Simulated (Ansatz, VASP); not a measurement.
## Pd in VASP and in Ansatz

File POSCAR:

```
Pd
1.0
   -1.5929712806      1.5929712806      1.5929712806
    1.5929712806     -1.5929712806      1.5929712806
    1.5929712806      1.5929712806     -1.5929712806
Pd
1
Direct
    0.0000000000      0.0000000000      0.0000000000
```

INCAR.step1

```
SYSTEM = Pd
PREC = Accurate ; ENCUT = 590
ISMEAR = -1 ; SIGMA = 0.05
LREAL = .False. ; LASPH = .True.
NELM = 120 ; NBANDS = 15
GGA = PE ; ALGO = Normal
EDIFF = 1E-5 ; LWAVE = .True.
LCHARG = .False. ; GGA_COMPAT = .False.
```

INCAR.step2

```
SYSTEM = Pd
PREC = Accurate ; ENCUT = 590
EDIFF = 1E-6 ; ISMEAR = -1
SIGMA = 0.05 ; LREAL = .False.
LASPH = .True. ; NELM = 120
ALGO = Normal ; ISIF = 2
LWAVE = .False. ; LCHARG = .False.
METAGGA = R2SCAN ; LMIXTAU = .True.
NBANDS = 15 ; ISTART = 1
GGA_COMPAT = .False.
```

KPOINTS

```
Automatic mesh
0
Gamma
  12 12 12
  0 0 0
```

The input input.yaml:

```yaml
crystal:
  lattice:
    - [-1.5929712806, 1.5929712806, 1.5929712806]
    - [1.5929712806, -1.5929712806, 1.5929712806]
    - [1.5929712806, 1.5929712806, -1.5929712806]
  atoms:
    - { symbol: Pd, position: [0.0, 0.0, 0.0] }
hamiltonian:
  xc: r2scan
  pseudopotentials: { kind: paw }
kpoints:
  mp_grid: { grid: [12, 12, 12] }
scf:
  occupations: { method: fermi_dirac, width: 0.05 }
output:
  forces: true
  stress: true
  eigenvalues: true
  write_density: true
  write_potential: true
  elf: true
  volumetric_format: npy
```

Alike in both runs: task single point; functional r2SCAN; k mesh 12 × 12 × 12; occupations fermi-dirac, width 0.05 eV; no spin polarisation.

|  | VASP | Ansatz |
| --- | --- | --- |
| version | VASP 6.6.1 | Ansatz 0.2.0 |
| potentials or method | VASP PAW PBE potentials, release 64 (Pd_sv_GW) | Ansatz PAW |
| plane-wave cutoff (eV) | 590 | 500 |
| valence electrons in the cell | 18 | 18 |

|  | VASP | Ansatz | Ansatz less VASP |
| --- | --- | --- | --- |
| gap on the k mesh at the Fermi level (eV) | none | none | - |
| pressure (GPa) | -12.0 | -10.8 | +1.19 |

VASP's potentials were made for PBE, not for r2SCAN. A gap of «none» marks a metal or a gap that the smearing closes. The functional is the same, so the differences come from potentials, cutoffs and numerics.
